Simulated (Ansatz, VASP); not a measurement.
One calculation of CsSnBr3, two programs

```
CELL_PARAMETERS angstrom
5.89529 0.00000 0.00000
0.00000 5.89529 0.00000
0.00000 0.00000 5.89529
ATOMIC_POSITIONS crystal
Cs 0.00000 0.00000 0.00000
Sn 0.50000 0.50000 0.50000
Br 0.50000 0.00000 0.50000
Br 0.50000 0.50000 0.00000
Br 0.00000 0.50000 0.50000
```

Alike in both runs: functional PBE; k mesh 6 × 6 × 6; occupations gaussian, width 0.02 eV; no spin polarisation.

Ansatz relaxed the structure, and its values are those at the end. VASP's run is a single point on that final structure, the one shown.

```csv
,VASP,Ansatz
version,VASP 6.6.1,Ansatz 0.2.0
potentials or method,"VASP PAW PBE potentials, release 64 (Cs_sv, Sn_d, Br), cutoff 500 eV","scalar-relativistic, plane waves, PAW"
valence electrons in the cell,44,44
```

```tsv
	VASP	Ansatz	Ansatz less VASP
gap on the k mesh at the Fermi level (eV)	0.65	0.65	0.000
least direct gap on the mesh (eV)	0.65	0.65	0.000
pressure (GPa)	0.0	0.0	+0.01
```

Spin-orbit coupling is off throughout.
